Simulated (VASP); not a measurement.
# Ta4O (P4/mmm) in VASP: a series of runs

The runs below take Ta4O through single point, with PBEsol.

All numbers are computed with VASP 6.6.1; they aren't measurements. Logs are shortened: lines on timing, memory, paths and dates and some standing lists are left out, and cuts for length are marked.

### 1 The cell of the first run

The structure is tetragonal, space group P4/mmm (No. 123). The conventional cell has a = 3.211 Å, b = 3.211 Å, c = 7.342 Å, α = 90.00°, β = 90.00°, γ = 90.00°. Within 3.3 Å of Ta (site symmetry 4/mmm) lie 4 O at 2.27 Å and 12 Ta at 3.08 to 3.21 Å. Within 2.8 Å of Ta (site symmetry 4mm) lie 1 O at 2.08 Å and 4 Ta at 2.77 Å. Ta (site symmetry 4/mmm) has 14 Ta at 2.77 to 3.67 Å within 3.7 Å. O (site symmetry 4/mmm) has 6 Ta at 2.08 to 2.27 Å within 2.7 Å.

### 2 Single point, PBEsol

Contents of INCAR:

```
ALGO = Normal
EDIFF = 1E-6
ENCUT = 520
GGA = PS
ISIF = 2
ISMEAR = 0
LASPH = T
LCHARG = T
LELF = T
LREAL = F
LVHAR = T
LWAVE = F
NBANDS = 33
NELM = 60
PREC = Accurate
SIGMA = 0.15
```

Contents of KPOINTS:

```
k-points
0
Gamma
  16 16 8
```

Contents of POSCAR:

```
Ta4O
1.0
    3.2109380109      0.0000000000      0.0000000000
    0.0000000000      3.2109380109      0.0000000000
    0.0000000000      0.0000000000      7.3419833767
Ta O
4 1
Direct
    0.0000000000      0.0000000000      0.5000000000
    0.5000000000      0.5000000000      0.7827832025
    0.5000000000      0.5000000000      0.2172167975
    0.0000000000      0.0000000000      0.0000000000
    0.5000000000      0.5000000000      0.5000000000
```

Potentials or basis: VASP PAW PBE potentials, release 64 (Ta_pv, O).

Launch:

```
> cat potpaw_PBE.64/Ta_pv/POTCAR potpaw_PBE.64/O/POTCAR > POTCAR
> mpirun -np 1 vasp_std > vasp.out
```

OUTCAR:

```text
EDIFF = 1E-6
   ENCUT = 520
   GGA = PS
   ISIF = 2
   ISMEAR = 0
   LASPH = T
   LREAL = F
   NELM = 60
   PREC = Accurate

 ion  position               nearest neighbor table
   1  0.000  0.000  0.500-   5 2.27   5 2.27   5 2.27   5 2.27   3 3.08   3 3.08   2 3.08   3 3.08
                             2 3.08   2 3.08   3 3.08   2 3.08
   2  0.500  0.500  0.783-   5 2.08   4 2.77   4 2.77   4 2.77   4 2.77   1 3.08   1 3.08   1 3.08
                             1 3.08   3 3.19
   3  0.500  0.500  0.217-   5 2.08   4 2.77   4 2.77   4 2.77   4 2.77   1 3.08   1 3.08   1 3.08
                             1 3.08   2 3.19
   4  0.000  0.000  0.000-   2 2.77   3 2.77   2 2.77   3 2.77   2 2.77   3 2.77   2 2.77   3 2.77

   5  0.500  0.500  0.500-   2 2.08   3 2.08   1 2.27   1 2.27   1 2.27   1 2.27

  LATTYP: Found a simple tetragonal cell.
 ALAT       =     3.2109380109
 C/A-ratio  =     2.2865540698

  Lattice vectors:

 A1 = (   3.2109380109,   0.0000000000,   0.0000000000)
 A2 = (   0.0000000000,   3.2109380109,   0.0000000000)
 A3 = (   0.0000000000,   0.0000000000,   7.3419833767)

Analysis of symmetry for initial positions (statically):
=====================================================================
 Subroutine PRICEL returns:
 Original cell was already a primitive cell.

 Routine SETGRP: Setting up the symmetry group for a
 simple tetragonal supercell.

 Subroutine GETGRP returns: Found 16 space group operations
 (whereof 16 operations were pure point group operations)
 out of a pool of 16 trial point group operations.

The static configuration has the point symmetry D_4h.

Analysis of symmetry for dynamics (positions and initial velocities):
=====================================================================
 Subroutine PRICEL returns:
 Original cell was already a primitive cell.

 Routine SETGRP: Setting up the symmetry group for a
 simple tetragonal supercell.

 Subroutine GETGRP returns: Found 16 space group operations
 (whereof 16 operations were pure point group operations)
 out of a pool of 16 trial point group operations.

The dynamic configuration has the point symmetry D_4h.

 Subroutine INISYM returns: Found 16 space group operations
 (whereof 16 operations are pure point group operations),
 and found     1 'primitive' translations

----------------------------------------------------------------------------------------

                                     Primitive cell

  volume of cell :      75.6968

  direct lattice vectors                    reciprocal lattice vectors
     3.210938011  0.000000000  0.000000000     0.311435474  0.000000000  0.000000000
     0.000000000  3.210938011  0.000000000     0.000000000  0.311435474  0.000000000
     0.000000000  0.000000000  7.341983377     0.000000000  0.000000000  0.136202978

  length of vectors
     3.210938011  3.210938011  7.341983377     0.311435474  0.311435474  0.136202978

  position of ions in fractional coordinates (direct lattice)
     0.000000000  0.000000000  0.500000000
     0.500000000  0.500000000  0.782783202
     0.500000000  0.500000000  0.217216798
     0.000000000  0.000000000  0.000000000
     0.500000000  0.500000000  0.500000000

  ion indices of the primitive-cell ions
   primitive index   ion index
                 1           1
                 2           2
                 3           3
                 4           4
                 5           5

----------------------------------------------------------------------------------------

 KPOINTS: k-points

Automatic generation of k-mesh.
 Grid dimensions read from file:
 generate k-points for:   16   16    8

 Generating k-lattice:

  Cartesian coordinates                     Fractional coordinates (reciprocal lattice)
     0.019464717  0.000000000  0.000000000     0.062500000  0.000000000  0.000000000
     0.000000000  0.019464717  0.000000000     0.000000000  0.062500000  0.000000000
     0.000000000  0.000000000  0.017025372     0.000000000  0.000000000  0.125000000

  Length of vectors
     0.019464717  0.019464717  0.017025372

  Shift w.r.t. Gamma in fractional coordinates (k-lattice)
     0.000000000  0.000000000  0.000000000

 Subroutine IBZKPT returns following result:
 ===========================================

 Found    225 irreducible k-points:

 Following reciprocal coordinates:
            Coordinates               Weight
  0.000000  0.000000  0.000000      1.000000
  0.062500  0.000000  0.000000      4.000000
  0.125000  0.000000  0.000000      4.000000
  0.187500  0.000000  0.000000      4.000000
  0.250000  0.000000  0.000000      4.000000
  0.312500  0.000000  0.000000      4.000000
[... 16 lines left out ...]
  0.437500  0.125000  0.000000      8.000000
  0.500000  0.125000  0.000000      4.000000
 [... further k-points ...]
   k-points           NKPTS =    225   k-points in BZ     NKDIM =    225   number of bands    NBANDS=     33
   number of dos      NEDOS =    301   number of ions     NIONS =      5
   total plane-waves  NPLWV =  32256
   dimension x,y,z NGX =    24 NGY =   24 NGZ =   56
   dimension x,y,z NGXF=    48 NGYF=   48 NGZF=  112
   ions per type =               4   1
   NGX,Y,Z   is equivalent  to a cutoff of  12.43, 12.43, 12.68 a.u.
   NGXF,Y,Z  is equivalent  to a cutoff of  24.85, 24.85, 25.36 a.u.
 SYSTEM =  unknown system
   PREC   = accura    normal or accurate (medium, high low for compatibility)
   ISTART =      0    job   : 0-new  1-cont  2-samecut
   ICHARG =      2    charge: 1-file 2-atom 10-const
   ISPIN  =      1    spin polarized calculation?
   LNONCOLLINEAR =      F non collinear calculations
   LSORBIT =      F    spin-orbit coupling
   LASPH  =      T    aspherical Exc in radial PAW
   ENCUT  =  520.0 eV  38.22 Ry    6.18 a.u.   5.97  5.97 13.65*2*pi/ulx,y,z
   NELM   =     60;   NELMIN=  2; NELMDL= -5     # of ELM steps
   EDIFF  = 0.1E-05   stopping-criterion for ELM
   LREAL  =      F    real-space projection
   EDIFFG = 0.1E-04   stopping-criterion for IOM
   NSW    =      0    number of steps for IOM
   IBRION =     -1    ionic relax: 0-MD 1-quasi-New 2-CG
   NFREE  =      0    steps in history (QN), initial steepest desc. (CG)
   ISIF   =      2    stress and relaxation
   ISYM   =      2    0-nonsym 1-usesym 2-fastsym
   POTIM  = 0.5000    time-step for ionic-motion
   TEBEG  =    0.0;   TEEND  =   0.0 temperature during run
   PSTRESS=    0.0 pullay stress
   NELECT =      50.0000    total number of electrons
   NUPDOWN=      -1.0000    fix difference up-down
   EMIN   =  10.00;   EMAX   =-10.00  energy-range for DOS
   EFERMI =   0.00;   METHOD = LEGACY
   ISMEAR =     0;   SIGMA  =   0.15  broadening in eV -4-tet -1-fermi 0-gaus
   EFERMI_NEDOS =   21; number of points for ismear=-14 and -15
   IALGO  =     38    algorithm
   IMIX   =      4    mixing-type and parameters
     AMIX     =   0.40;   BMIX     =  1.00
     AMIX_MAG =   1.60;   BMIX_MAG =  1.00
  volume/ion in A,a.u.               =      15.14       102.17
  Fermi-wavevector in a.u.,A,eV,Ry     =   1.425736  2.694250 27.656874  2.032723
  Thomas-Fermi vector in A             =   2.546088
   LORBIT       =      0    0 simple, 1 ext, 2 COOP (PROOUT), +10 PAW based schemes
   GGA     = PS    functional components
   LHFCALC =     F    Hartree Fock is set to
   AEXX    =    0.0000 exact exchange contribution
   IVDW    =     0    specifies the selected vdW correction
   LEPSILON=     F    determine dielectric tensor
   LRPA    =     F    only Hartree local field effects (RPA)
 non-spin polarized calculation
 Gauss-broadening in eV      SIGMA  =   0.15
  energy-cutoff  :      520.00
  volume of cell :       75.70
 maximum number of plane-waves:      2072
 NGX is ok and might be reduce to    24
   NGX = 11   NGY = 11   NGZ = 27

 number of electron      49.9999989 magnetization

 Free energy of the ion-electron system (eV)
  ---------------------------------------------------
  ext. energy  EPLUGINS =         0.00000000
  ---------------------------------------------------
  free energy    TOTEN  =       -58.57235851 eV

  energy without entropy =      -58.54774070  energy(sigma->0) =      -58.56004961

 E-fermi :   6.6012     XC(G=0): -12.9288

 val. band max:        6.5981115333   @ k =   0.3125   0.1875   0.0000
 cond. band min:       6.6048749365   @ k =   0.1875   0.0000   0.0000
 fundamental gap:      0.0067634032
 Fermi energy:         6.6012483783

 k-point     1 :       0.0000    0.0000    0.0000
  band No.  band energies     occupation
      1     -28.9120      2.00000
      2     -28.9120      2.00000
      3     -28.5500      2.00000
      4     -27.9635      2.00000
      5     -27.8285      2.00000
      6     -27.5899      2.00000
[... 25 lines left out ...]
     32       8.3651      0.00000
     33       9.0353      0.00000

 k-point     2 :       0.0625    0.0000    0.0000
  band No.  band energies     occupation
      1     -28.9303      2.00000
      2     -28.9100      2.00000
      3     -28.5471      2.00000
      4     -27.9691      2.00000
      5     -27.8331      2.00000
      6     -27.5902      2.00000
[... 25 lines left out ...]
     32       8.7306      0.00000
     33       9.2256      0.00000

 k-point     3 :       0.1250    0.0000    0.0000
  band No.  band energies     occupation
      1     -28.9812      2.00000
      2     -28.9043      2.00000
      3     -28.5396      2.00000
      4     -27.9847      2.00000
      5     -27.8463      2.00000
      6     -27.5931      2.00000
[... 25 lines left out ...]
     32       9.1007      0.00000
     33       9.6567      0.00000

 k-point     4 :       0.1875    0.0000    0.0000
  band No.  band energies     occupation
      1     -29.0549      2.00000
      2     -28.8956      2.00000
      3     -28.5298      2.00000
      4     -28.0072      2.00000
      5     -27.8660      2.00000
      6     -27.6031      2.00000
[... 673 lines left out ...]
     32       9.7946      0.00000
     33      10.6288      0.00000

 k-point    23 :       0.4375    0.1250    0.0000
  band No.  band energies     occupation
      1     -29.3070      2.00000
      2     -28.9120      2.00000
      3     -28.5051      2.00000
      4     -28.0721      2.00000
      5     -27.8826      2.00000
      6     -27.7479      2.00000
[... 25 lines left out ...]
     32      10.1011      0.00000
     33      10.5376      0.00000

 k-point    24 :       0.5000    0.1250    0.0000
  band No.  band energies     occupation
      1     -29.3214      2.00000
      2     -28.9094      2.00000
      3     -28.5057      2.00000
      4     -28.0770      2.00000
      5     -27.8818      2.00000
      6     -27.7563      2.00000
[... 25 lines left out ...]
     32      10.4730      0.00000
     33      10.5424      0.00000

 [... further k-points ...]

------------------------ aborting loop because EDIFF is reached ----------------------------------------

  FORCE on cell =-STRESS in cart. coord.  units (eV):
  Direction    XX          YY          ZZ          XY          YZ          ZX
  --------------------------------------------------------------------------------------
  -------------------------------------------------------------------------------------
  Total        0.1611194      0.1611194      0.2845091      0.0000000      0.0000000      0.0000000
  in kB        3.4102109      3.4102109      6.0218436      0.0000000      0.0000000      0.0000000
  external PRESSURE =       4.2807552 kB  Pullay stress =       0.0000000 kB

 VOLUME and BASIS-vectors are now :
 -----------------------------------------------------------------------------
  energy-cutoff  :      520.00
  volume of cell :       75.70
      direct lattice vectors                 reciprocal lattice vectors
     3.210938011  0.000000000  0.000000000     0.311435474  0.000000000  0.000000000
     0.000000000  3.210938011  0.000000000     0.000000000  0.311435474  0.000000000
     0.000000000  0.000000000  7.341983377     0.000000000  0.000000000  0.136202978

 POSITION                                       TOTAL-FORCE (eV/Angst)
 -----------------------------------------------------------------------------------
      0.00000      0.00000      3.67099         0.000000     -0.000000      0.000000
      1.60547      1.60547      5.74718         0.000000     -0.000000      0.045159
      1.60547      1.60547      1.59480        -0.000000      0.000000     -0.045159
      0.00000      0.00000      0.00000         0.000000     -0.000000      0.000000
      1.60547      1.60547      3.67099         0.000000     -0.000000      0.000000
 -----------------------------------------------------------------------------------
    total drift:                                0.000000     -0.000000      0.000000

  FREE ENERGIE OF THE ION-ELECTRON SYSTEM (eV)
  ---------------------------------------------------
  free  energy   TOTEN  =       -58.5723585135 eV

  energy  without entropy=      -58.5477406998  energy(sigma->0) =      -58.56004961
```

Wall time 5.7 min (1 thread of Intel Xeon Platinum 8259CL at 2.50GHz (Skylake/Cascade Lake), shared host); peak memory 0.5 GiB.

What came out:

```
Free energy            : -58.5724 eV
Pressure               : 0.4 GPa
Largest force          : 0.045 eV/Å
Band gap on the k mesh : zero (bands 25 and 26 overlap by 1.04 eV)
```

Forces in eV/Å, atoms in the order of the input:
```
Ta   0.000  0.000  0.000
Ta   0.000  0.000  0.045
Ta   0.000  0.000 -0.045
Ta   0.000  0.000  0.000
O    0.000  0.000  0.000
```

Caveat: the PAW data sets were made with another functional, which shifts forces and pressure a little; spin-orbit coupling is left out, which moves the levels of the heavy elements.

(Continued in part 2 of 2.)
